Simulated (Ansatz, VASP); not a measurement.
**Two plane-wave programs on Rb**

Contents of INCAR:

```
ALGO     = Normal         # electronic algorithm
EDIFF    = 1E-7           # SCF threshold, eV
ENCUT    = 520            # plane-wave cutoff, eV
GGA      = PE             # functional
ISIF     = 2              # what is computed and relaxed
ISMEAR   = 0              # smearing method
IVDW     = 12             # dispersion correction
LASPH    = True           # aspherical terms in the spheres
LCHARG   = True           # write CHGCAR
LELF     = True           # ELF
LREAL    = False          # projectors in reciprocal space
LVHAR    = True         
LWAVE    = False          # write WAVECAR
NBANDS   = 10             # bands
NELM     = 60             # most SCF steps
PREC     = Accurate       # precision mode
SIGMA    = 0.15           # smearing width, eV
```

The input KPOINTS:

```
k-points
0
Gamma
  12 12 12
```

File POSCAR:

```
Rb
1.0
    0.0000000000      3.3486938964      3.6398846700
    3.3486938964      0.0000000000      3.6398846700
    3.3486938964      3.3486938964      0.0000000000
Rb
1
Direct
    0.0000000000      0.0000000000      0.0000000000
```

Input for Ansatz:

```yaml
crystal:
  lattice:
    - [0.0, 3.3486938964, 3.63988467]
    - [3.3486938964, 0.0, 3.63988467]
    - [3.3486938964, 3.3486938964, 0.0]
  atoms:
    - { symbol: Rb, position: [0.0, 0.0, 0.0] }
basis:
  ecutwfc: 420
kpoints:
  mp_grid: { grid: [12, 12, 12] }
hamiltonian:
  xc: pbe
  dispersion: d3bj
scf:
  occupations: { method: gaussian, width: 0.15 }
output:
  forces: true
  stress: true
  eigenvalues: true
```

Change from the starting cell: strain -0.080 along x and y, +0.000 along z, atoms carried along.

Alike in both runs: task single point; functional PBE; dispersion D3(BJ); k mesh 12 × 12 × 12; occupations gaussian, width 0.15 eV; no spin polarisation.

```csv
,VASP,Ansatz
version,VASP 6.6.1,Ansatz 0.2.0
potentials or method,"VASP PAW PBE potentials, release 64 (Rb_sv), cutoff 520 eV","scalar-relativistic, plane waves, PAW"
valence electrons in the cell,9,9
```

```tsv
	VASP	Ansatz	Ansatz less VASP
gap on the k mesh at the Fermi level (eV)	none	none	-
pressure (GPa)	0.2	0.2	0.00
traceless stress, the component that is largest in VASP (GPa)	-0.07	-0.07	0.000
```

A gap of «none» marks a metal or a gap that the smearing closes.
